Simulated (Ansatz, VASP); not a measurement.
# Two plane-wave programs on YB

POSCAR

```
YB
1.0
    0.0000000000      2.7441423794      2.7441423794
    2.7441423794      0.0000000000      2.7441423794
    2.7441423794      2.7441423794      0.0000000000
Y B
1 1
Direct
    0.5000000000      0.5000000000      0.5000000000
    0.0000000000      0.0000000000      0.0000000000
```

INCAR.step1

```
  ALGO = Normal
  EDIFF = 1E-4
  ENCUT = 520
  GGA = PE
  ISMEAR = 0
  LASPH = True
  LCHARG = False
  LREAL = False
  LWAVE = True
  NBANDS = 14
  NELM = 100
  PREC = Accurate
  SIGMA = 0.05
```

INCAR.step2

```
  ALGO = Normal
  EDIFF = 1E-6
  ENCUT = 520
  ISIF = 2
  ISMEAR = 0
  ISTART = 1
  LASPH = True
  LCHARG = True
  LELF = True
  LMIXTAU = True
  LREAL = False
  LVHAR = True
  LWAVE = False
  METAGGA = R2SCAN
  NBANDS = 14
  NELM = 100
  PREC = Accurate
  SIGMA = 0.05
```

Contents of KPOINTS:

```
k-points
0
Gamma
  12 12 12
```

Input for Ansatz:

```yaml
crystal:
  lattice:
    - [0.0, 2.7441423794, 2.7441423794]
    - [2.7441423794, 0.0, 2.7441423794]
    - [2.7441423794, 2.7441423794, 0.0]
  atoms:
    - { symbol: "Y", position: [0.5, 0.5, 0.5] }
    - { symbol: B, position: [0.0, 0.0, 0.0] }
basis:
  ecutwfc: 500
  ecutrho_ratio: 4
kpoints:
  mp_grid: { grid: [12, 12, 12] }
hamiltonian:
  xc: r2scan
scf:
  occupations: { method: gaussian, width: 0.05 }
output:
  forces: true
  stress: true
  eigenvalues: true
```

Alike in both runs: task single point; functional r2SCAN; k mesh 12 × 12 × 12; occupations gaussian, width 0.05 eV; no spin polarisation.

|  | VASP | Ansatz |
| --- | --- | --- |
| version | VASP 6.6.1 | Ansatz 0.2.0 |
| potentials or method | VASP PAW PBE potentials, release 64 (Y_sv, B), cutoff 520 eV | scalar-relativistic, plane waves, PAW |
| valence electrons in the cell | 14 | 14 |

```csv
,VASP,Ansatz,Ansatz less VASP
gap on the k mesh at the Fermi level (eV),none,none,-
pressure (GPa),-5.4,-5.3,+0.05
```

VASP's potentials were made for PBE, not for r2SCAN. A gap of «none» marks a metal or a gap that the smearing closes. With one functional, cell and mesh, what is left measures potentials, basis and numerics.
